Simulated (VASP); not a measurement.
Wanted: the native input for a VASP 6.6.1 run.

```yaml
Task: single point
Functional: PBE
Potentials_or_basis: VASP PAW PBE potentials, release 64 (Ca_sv)
Cutoff: 520 eV
k_mesh: 9 × 9 × 1
Occupations: fermi-dirac, width 0.05 eV
Spin: no spin polarisation
Dipole_correction: yes
Further_INCAR_settings: ALGO = Normal; EDIFF = 1e-06; NBANDS = 39
```

The structure of Ca lies in POSCAR:

```
Ca
1.0
    4.3855240518      0.0000000000      0.0000000000
    0.0000000000      4.3855240518      0.0000000000
    0.0000000000      0.0000000000     30.9638000000
Ca
6
Direct
    0.2500000000      0.2500000000      0.3233457180
    0.7500000000      0.7500000000      0.3951877634
    0.2500000000      0.2500000000      0.4645201000
    0.7500000000      0.7500000000      0.5354799564
    0.2500000000      0.2500000000      0.6048121998
    0.7500000000      0.7500000000      0.6766542622
```

One way to write it, as run:

INCAR

```
SYSTEM = Ca
ALGO     = Normal         ! electronic algorithm
DIPOL    = 0.5 0.5 0.500
EDIFF    = 1E-6           ! SCF threshold, eV
ENCUT    = 520            ! plane-wave cutoff, eV
GGA      = PE             ! functional
IDIPOL   = 3            
ISIF     = 2              ! what is computed and relaxed
ISMEAR   = -1             ! smearing method
LASPH    = .TRUE.         ! aspherical terms in the spheres
LCHARG   = .FALSE.        ! write CHGCAR
LDIPOL   = .TRUE.       
LREAL    = .FALSE.        ! projectors in reciprocal space
LWAVE    = .FALSE.        ! write WAVECAR
NBANDS   = 39             ! bands
NELM     = 100            ! most SCF steps
PREC     = Accurate       ! precision mode
SIGMA    = 0.05           ! smearing width, eV
```

KPOINTS

```
k-points
0
G
  9 9 1
  0 0 0
```

Potentials or basis: VASP PAW PBE potentials, release 64 (Ca_sv).

Run with:

```console
$ cat potpaw_PBE.64/Ca_sv/POTCAR > POTCAR
$ mpirun -np 1 vasp_std > vasp.out
```

It gave:

The largest force is 0.004 eV/Å and the band gap on the k mesh is zero (bands 30 and 31 overlap by 0.06 eV).

It took 16 min on 1 thread of AMD EPYC 7R13 (shared host), peak memory 0.71 GiB.
